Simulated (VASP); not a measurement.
# Sb (P6_3/mmc) in VASP: further runs

Runs on Sb. Level: PBE. Tasks: single point.

Program: VASP 6.6.1. These are calculated values, not measurements. Logs are shortened: lines on timing, memory, paths and dates and some standing lists are left out, and cuts for length are marked.

## Step 1: The cell of the first run

The structure is hexagonal, space group P6_3/mmc (No. 194). Conventional cell: a = 3.355 Å, b = 3.355 Å, c = 5.470 Å, α = 90.00°, β = 90.00°, γ = 120.00°. Within 4.4 Å of Sb (site symmetry -6m2) lie 12 Sb at 3.35 Å.

## Step 2: Single point, PBE

Contents of INCAR:

```
SYSTEM = Sb
  ALGO = Normal
  EDIFF = 1E-6
  ENCUT = 520
  GGA = PE
  ISIF = 2
  ISMEAR = 0
  LASPH = .True.
  LCHARG = .False.
  LREAL = .False.
  LWAVE = .False.
  NBANDS = 12
  NELM = 60
  PREC = Accurate
  SIGMA = 0.013000000000000001
```

Contents of KPOINTS:

```
k-points
0
Gamma
  9 9 5
  0 0 0
```

Contents of POSCAR:

```
Sb
1.0
    3.3545324186      0.0000000000      0.0000000000
   -1.6772662093      2.9051102923      0.0000000000
    0.0000000000      0.0000000000      5.4701606500
Sb
2
Direct
    0.6666666667      0.3333333333      0.7500000000
    0.3333333333      0.6666666667      0.2500000000
```

Potentials or basis: VASP PAW PBE potentials, release 64 (Sb).

Started as:

```bash
$ cat potpaw_PBE.64/Sb/POTCAR > POTCAR
$ mpirun -np 1 vasp_std > vasp.out
```

OUTCAR:

```text
SYSTEM = Sb
   EDIFF = 1E-6
   ENCUT = 520
   GGA = PE
   ISIF = 2
   ISMEAR = 0
   LASPH = .True.
   LREAL = .False.
   NELM = 60
   PREC = Accurate

 ion  position               nearest neighbor table
   1  0.667  0.333  0.750-   2 3.35   2 3.35   2 3.35   2 3.35   2 3.35   2 3.35
   2  0.333  0.667  0.250-   1 3.35   1 3.35   1 3.35   1 3.35   1 3.35   1 3.35

  LATTYP: Found a hexagonal cell.
 ALAT       =     3.3545324186
 C/A-ratio  =     1.6306775334

  Lattice vectors:

 A1 = (   3.3545324186,   0.0000000000,   0.0000000000)
 A2 = (  -1.6772662093,   2.9051102923,   0.0000000000)
 A3 = (   0.0000000000,   0.0000000000,   5.4701606500)

Analysis of symmetry for initial positions (statically):
=====================================================================
 Subroutine PRICEL returns:
 Original cell was already a primitive cell.

 Routine SETGRP: Setting up the symmetry group for a
 hexagonal supercell.

 Subroutine GETGRP returns: Found 24 space group operations
 (whereof 12 operations were pure point group operations)
 out of a pool of 24 trial point group operations.

The static configuration has the point symmetry D_3d.
 The point group associated with its full space group is D_6h.

Analysis of symmetry for dynamics (positions and initial velocities):
=====================================================================
 Subroutine PRICEL returns:
 Original cell was already a primitive cell.

 Routine SETGRP: Setting up the symmetry group for a
 hexagonal supercell.

 Subroutine GETGRP returns: Found 24 space group operations
 (whereof 12 operations were pure point group operations)
 out of a pool of 24 trial point group operations.

The dynamic configuration has the point symmetry D_3d.
 The point group associated with its full space group is D_6h.

 Subroutine INISYM returns: Found 24 space group operations
 (whereof 12 operations are pure point group operations),
 and found     1 'primitive' translations

----------------------------------------------------------------------------------------

                                     Primitive cell

  volume of cell :      53.3083

  direct lattice vectors                    reciprocal lattice vectors
     3.354532419  0.000000000  0.000000000     0.298104139  0.172110505  0.000000000
    -1.677266209  2.905110292  0.000000000     0.000000000  0.344221010  0.000000000
     0.000000000  0.000000000  5.470160650     0.000000000  0.000000000  0.182809987

[... 86 lines left out ...]
   NSW    =      0    number of steps for IOM
   IBRION =     -1    ionic relax: 0-MD 1-quasi-New 2-CG
   NFREE  =      0    steps in history (QN), initial steepest desc. (CG)
   ISIF   =      2    stress and relaxation
   ISYM   =      2    0-nonsym 1-usesym 2-fastsym
   POTIM  = 0.5000    time-step for ionic-motion
   TEBEG  =    0.0;   TEEND  =   0.0 temperature during run
   PSTRESS=    0.0 pullay stress
   NELECT =      10.0000    total number of electrons
   NUPDOWN=      -1.0000    fix difference up-down
   EMIN   =  10.00;   EMAX   =-10.00  energy-range for DOS
   EFERMI =   0.00;   METHOD = LEGACY
   ISMEAR =     0;   SIGMA  =   0.01  broadening in eV -4-tet -1-fermi 0-gaus
   EFERMI_NEDOS =   21; number of points for ismear=-14 and -15
   IALGO  =     38    algorithm
   IMIX   =      4    mixing-type and parameters
     AMIX     =   0.40;   BMIX     =  1.00
     AMIX_MAG =   1.60;   BMIX_MAG =  1.00
  volume/ion in A,a.u.               =      26.65       179.87
  Fermi-wavevector in a.u.,A,eV,Ry     =   0.937152  1.770960 11.949364  0.878253
  Thomas-Fermi vector in A             =   2.064234
   LORBIT       =      0    0 simple, 1 ext, 2 COOP (PROOUT), +10 PAW based schemes
   GGA     = PE    functional components
   LHFCALC =     F    Hartree Fock is set to
   AEXX    =    0.0000 exact exchange contribution
   IVDW    =     0    specifies the selected vdW correction
   LEPSILON=     F    determine dielectric tensor
   LRPA    =     F    only Hartree local field effects (RPA)
 non-spin polarized calculation
 Gauss-broadening in eV      SIGMA  =   0.01
  energy-cutoff  :      520.00
  volume of cell :       53.31
 maximum number of plane-waves:      1448
 NGX is ok and might be reduce to    28
   NGX = 13   NGY = 13   NGZ = 21

 number of electron      10.0000000 magnetization

 Free energy of the ion-electron system (eV)
  ---------------------------------------------------
  ext. energy  EPLUGINS =         0.00000000
  ---------------------------------------------------
  free energy    TOTEN  =        -7.71979364 eV

  energy without entropy =       -7.71942601  energy(sigma->0) =       -7.71960983

 E-fermi :   8.5304     XC(G=0): -10.2770

 val. band max:        8.5263321828   @ k =   0.2222   0.0000   0.4000
 cond. band min:       8.5384779800   @ k =   0.4444   0.1111   0.0000
 fundamental gap:      0.0121457972
 Fermi energy:         8.5303826645

 k-point     1 :       0.0000    0.0000    0.0000
  band No.  band energies     occupation
      1      -4.3482      2.00000
      2      -0.5197      2.00000
      3       2.7741      2.00000
      4      12.2633      0.00000
      5      12.2633      0.00000
      6      13.9106      0.00000
      7      13.9106      0.00000
      8      14.1546      0.00000
      9      16.3787      0.00000
     10      17.6060      0.00000
     11      18.6201      0.00000
     12      18.6201      0.00000
[... 331 lines left out ...]
 k-point    24 :       0.3333    0.3333    0.2000
  band No.  band energies     occupation
      1       0.5860      2.00000
      2       0.5860      2.00000
      3       4.3624      2.00000
      4       5.3971      2.00000
      5       5.3971      2.00000
      6       6.9851      2.00000
      7       9.3508      0.00000
      8       9.3508      0.00000
      9      13.1693      0.00000
     10      19.0601      0.00000
     11      19.0601      0.00000
     12      20.8605      0.00000

 [... further k-points ...]
[... 5 lines left out ...]
  --------------------------------------------------------------------------------------
  -------------------------------------------------------------------------------------
  Total        0.3630047      0.3630047      0.6313851      0.0000000      0.0000000      0.0000000
  in kB       10.9100855     10.9100855     18.9762433      0.0000000      0.0000000      0.0000000
  external PRESSURE =      13.5988048 kB  Pullay stress =       0.0000000 kB

 VOLUME and BASIS-vectors are now :
 -----------------------------------------------------------------------------
  energy-cutoff  :      520.00
  volume of cell :       53.31
      direct lattice vectors                 reciprocal lattice vectors
     3.354532419  0.000000000  0.000000000     0.298104139  0.172110505  0.000000000
    -1.677266209  2.905110292  0.000000000     0.000000000  0.344221010  0.000000000
     0.000000000  0.000000000  5.470160650     0.000000000  0.000000000  0.182809987

 POSITION                                       TOTAL-FORCE (eV/Angst)
 -----------------------------------------------------------------------------------
      1.67727      0.96837      4.10262         0.000000      0.000000      0.000000
     -0.00000      1.93674      1.36754         0.000000      0.000000      0.000000
 -----------------------------------------------------------------------------------
    total drift:                                0.000000     -0.000000      0.000000

  FREE ENERGIE OF THE ION-ELECTRON SYSTEM (eV)
  ---------------------------------------------------
  free  energy   TOTEN  =        -7.7197936376 eV

  energy  without entropy=       -7.7194260147  energy(sigma->0) =       -7.71960983
```

It took 27 s on 1 thread of Intel Xeon 8259CL, shared host; peak memory 0.18 GiB.

What came out:

- Free energy: -7.7198 eV
- Pressure: 1.4 GPa
- Band gap on the k mesh: zero (band 5 reaches 12.82 eV, above the bottom of band 6 at 5.89 eV)

Stress tensor (GPa, compression positive):
```
1.09 0.00 0.00
0.00 1.09 0.00
0.00 0.00 1.90
```

Caveat: spin-orbit coupling is left out, which moves the levels of the heavy elements.

## Step 3: Single point, PBE

Contents of INCAR:

```
SYSTEM = Sb
PREC = Accurate
ENCUT = 520
EDIFF = 1E-6
ISMEAR = 0
SIGMA = 0.014
LREAL = .FALSE.
LASPH = .TRUE.
NELM = 80
ALGO = Normal
ISIF = 2
LWAVE = .FALSE.
LCHARG = .FALSE.
GGA = PE
NBANDS = 12
```

Contents of KPOINTS:

```
regular mesh
0
G
  9 9 5
  0 0 0
```

POSCAR is that of step 2.

Potentials or basis: VASP PAW PBE potentials, release 64 (Sb).

Started as:

```bash
$ cat potpaw_PBE.64/Sb/POTCAR > POTCAR
$ mpirun -np 1 vasp_std > vasp.out
```

OUTCAR:

```text
SYSTEM = Sb
   PREC = Accurate
   ENCUT = 520
   EDIFF = 1E-6
   ISMEAR = 0
   LREAL = .FALSE.
   LASPH = .TRUE.
   NELM = 80
   ISIF = 2
   GGA = PE

 ion  position               nearest neighbor table
   1  0.667  0.333  0.750-   2 3.35   2 3.35   2 3.35   2 3.35   2 3.35   2 3.35
   2  0.333  0.667  0.250-   1 3.35   1 3.35   1 3.35   1 3.35   1 3.35   1 3.35

  LATTYP: Found a hexagonal cell.
 ALAT       =     3.3545324186
 C/A-ratio  =     1.6306775334

  Lattice vectors:

 A1 = (   3.3545324186,   0.0000000000,   0.0000000000)
 A2 = (  -1.6772662093,   2.9051102923,   0.0000000000)
 A3 = (   0.0000000000,   0.0000000000,   5.4701606500)

Analysis of symmetry for initial positions (statically):
=====================================================================
 Subroutine PRICEL returns:
 Original cell was already a primitive cell.

 Routine SETGRP: Setting up the symmetry group for a
 hexagonal supercell.

 Subroutine GETGRP returns: Found 24 space group operations
 (whereof 12 operations were pure point group operations)
 out of a pool of 24 trial point group operations.

The static configuration has the point symmetry D_3d.
 The point group associated with its full space group is D_6h.

[... 168 lines left out ...]

 k-point     1 :       0.0000    0.0000    0.0000
  band No.  band energies     occupation
      1      -4.3483      2.00000
      2      -0.5198      2.00000
      3       2.7742      2.00000
      4      12.2632      0.00000
      5      12.2632      0.00000
      6      13.9105      0.00000
      7      13.9105      0.00000
      8      14.1547      0.00000
      9      16.3787      0.00000
     10      17.6060      0.00000
     11      18.6200      0.00000
     12      18.6200      0.00000
[... 331 lines left out ...]
 k-point    24 :       0.3333    0.3333    0.2000
  band No.  band energies     occupation
      1       0.5859      2.00000
      2       0.5859      2.00000
      3       4.3623      2.00000
      4       5.3971      2.00000
      5       5.3971      2.00000
      6       6.9850      2.00000
      7       9.3508      0.00000
      8       9.3508      0.00000
      9      13.1693      0.00000
     10      19.0601      0.00000
     11      19.0601      0.00000
     12      20.8605      0.00000

 [... further k-points ...]
[... 5 lines left out ...]
  --------------------------------------------------------------------------------------
  -------------------------------------------------------------------------------------
  Total        0.3651225      0.3651225      0.6241572      0.0000000      0.0000000      0.0000000
  in kB       10.9737354     10.9737354     18.7590080      0.0000000      0.0000000      0.0000000
  external PRESSURE =      13.5688262 kB  Pullay stress =       0.0000000 kB

 VOLUME and BASIS-vectors are now :
 -----------------------------------------------------------------------------
  energy-cutoff  :      520.00
  volume of cell :       53.31
      direct lattice vectors                 reciprocal lattice vectors
     3.354532419  0.000000000  0.000000000     0.298104139  0.172110505  0.000000000
    -1.677266209  2.905110292  0.000000000     0.000000000  0.344221010  0.000000000
     0.000000000  0.000000000  5.470160650     0.000000000  0.000000000  0.182809987

 POSITION                                       TOTAL-FORCE (eV/Angst)
 -----------------------------------------------------------------------------------
      1.67727      0.96837      4.10262        -0.000000     -0.000000      0.000000
     -0.00000      1.93674      1.36754         0.000000      0.000000      0.000000
 -----------------------------------------------------------------------------------
    total drift:                                0.000000     -0.000000      0.000000

  FREE ENERGIE OF THE ION-ELECTRON SYSTEM (eV)
  ---------------------------------------------------
  free  energy   TOTEN  =        -7.7198225282 eV

  energy  without entropy=       -7.7194093033  energy(sigma->0) =       -7.71961592
```

OSZICAR:

```text
N       E                     dE             d eps       ncg     rms          rms(c)
DAV:   1     0.336795532032E+02    0.33680E+02   -0.35225E+03   864   0.659E+02
DAV:   2    -0.581768017608E+01   -0.39497E+02   -0.38278E+02  1156   0.108E+02
DAV:   3    -0.771399017056E+01   -0.18963E+01   -0.18873E+01  1112   0.262E+01
DAV:   4    -0.772910814510E+01   -0.15118E-01   -0.15116E-01  1000   0.278E+00
DAV:   5    -0.772925956725E+01   -0.15142E-03   -0.15142E-03  1024   0.312E-01    0.246E+00
DAV:   6    -0.772295639187E+01    0.63032E-02   -0.37395E-03   988   0.316E-01    0.140E+00
DAV:   7    -0.771978441329E+01    0.31720E-02   -0.71947E-03   924   0.441E-01    0.470E-02
DAV:   8    -0.771982184782E+01   -0.37435E-04   -0.13454E-04  1040   0.813E-02    0.143E-02
DAV:   9    -0.771982407996E+01   -0.22321E-05   -0.36622E-06   976   0.139E-02    0.294E-03
DAV:  10    -0.771982302907E+01    0.10509E-05   -0.35113E-07   636   0.339E-03    0.241E-03
DAV:  11    -0.771982252824E+01    0.50084E-06   -0.26437E-08   508   0.113E-03
   1 F= -.77198225E+01 E0= -.77196159E+01  d E =-.413225E-03
```

It took 27 s on 1 thread of Intel Xeon 8259CL, shared host; peak memory 0.18 GiB.

What came out:

| Property | Result |
| --- | --- |
| Free energy | -7.7198 eV |
| Pressure | 1.4 GPa |
| Band gap on the k mesh | zero (band 5 reaches 12.82 eV, above the bottom of band 6 at 5.89 eV) |

Levels at points of the mesh, in eV from the Fermi level:
```
           k point  band 3  band 4  band 5  band 6  band 7  band 8
(0.00, 0.00, 0.00)   -5.76    3.73    3.73    5.38    5.38    5.62
```

Caveat: spin-orbit coupling is left out, which moves the levels of the heavy elements.
